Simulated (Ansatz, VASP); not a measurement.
# Two plane-wave programs on C

INCAR

```
SYSTEM = C
PREC = Accurate ; ENCUT = 520
EDIFF = 1E-7 ; ISMEAR = -1
SIGMA = 0.05 ; LREAL = .False.
LASPH = .True. ; NELM = 100
ALGO = Normal ; ISIF = 2
LWAVE = .False. ; LCHARG = .True.
GGA = RP ; IVDW = 12
LELF = .True. ; LVHAR = .True.
NBANDS = 26
```

File KPOINTS:

```
regular mesh
0
Gamma
  12 12 4
  0 0 0
```

Contents of POSCAR:

```
C
1.0
    2.5221000000      0.0000000000      0.0000000000
   -1.2610500000      2.1842026709      0.0000000000
    0.0000000000      0.0000000000      8.2371000000
C
8
Direct
    0.6666666667      0.3333333333      0.8437500000
    0.3333333333      0.6666666667      0.3437500000
    0.6666666667      0.3333333333      0.6562500000
    0.3333333333      0.6666666667      0.1562500000
    0.0000000000      0.0000000000      0.9062500000
    0.0000000000      0.0000000000      0.4062500000
    0.0000000000      0.0000000000      0.5937500000
    0.0000000000      0.0000000000      0.0937500000
```

The input input.yaml:

```yaml
crystal:
  lattice:
    - [2.5221, 0.0, 0.0]
    - [-1.26105, 2.1842026709, 0.0]
    - [0.0, 0.0, 8.2371]
  atoms:
    - { symbol: C, position: [0.6666666667, 0.3333333333, 0.84375] }
    - { symbol: C, position: [0.3333333333, 0.6666666667, 0.34375] }
    - { symbol: C, position: [0.6666666667, 0.3333333333, 0.65625] }
    - { symbol: C, position: [0.3333333333, 0.6666666667, 0.15625] }
    - { symbol: C, position: [0.0, 0.0, 0.90625] }
    - { symbol: C, position: [0.0, 0.0, 0.40625] }
    - { symbol: C, position: [0.0, 0.0, 0.59375] }
    - { symbol: C, position: [0.0, 0.0, 0.09375] }
hamiltonian:
  xc: rpbe
  pseudopotentials: { kind: paw }
  dispersion: d3bj
kpoints:
  mp_grid: { grid: [12, 12, 4] }
scf:
  occupations: { method: fermi_dirac, width: 0.05 }
output:
  forces: true
  stress: true
  eigenvalues: true
```

Alike in both runs: task single point; functional RPBE; dispersion D3(BJ); k mesh 12 × 12 × 4; occupations fermi-dirac, width 0.05 eV; no spin polarisation.

```csv
,VASP,Ansatz
version,VASP 6.6.1,Ansatz 0.2.0
potentials or method,"VASP PAW PBE potentials, release 64 (C)",Ansatz PAW
plane-wave cutoff (eV),520,420
valence electrons in the cell,32,32
```

Ansatz gave:

```
gap on the k mesh at the Fermi level (eV)                     : 4.42
least direct gap on the mesh (eV)                             : 5.20
pressure (GPa)                                                : -10.2
traceless stress, the component that is largest in VASP (GPa) : 8.24
rms of the force components (eV/Å)                            : 0.189
```

Task: What did VASP give for the same quantities?

Result: gap on the k mesh at the Fermi level (eV): 4.41; least direct gap on the mesh (eV): 5.18; pressure (GPa): -9.6; traceless stress, the component that is largest in VASP (GPa): 8.24; rms of the force components (eV/Å): 0.189.

VASP's potentials were made for PBE, not for RPBE. Atom by atom the forces differ by 0.001 eV/Å (rms over components).
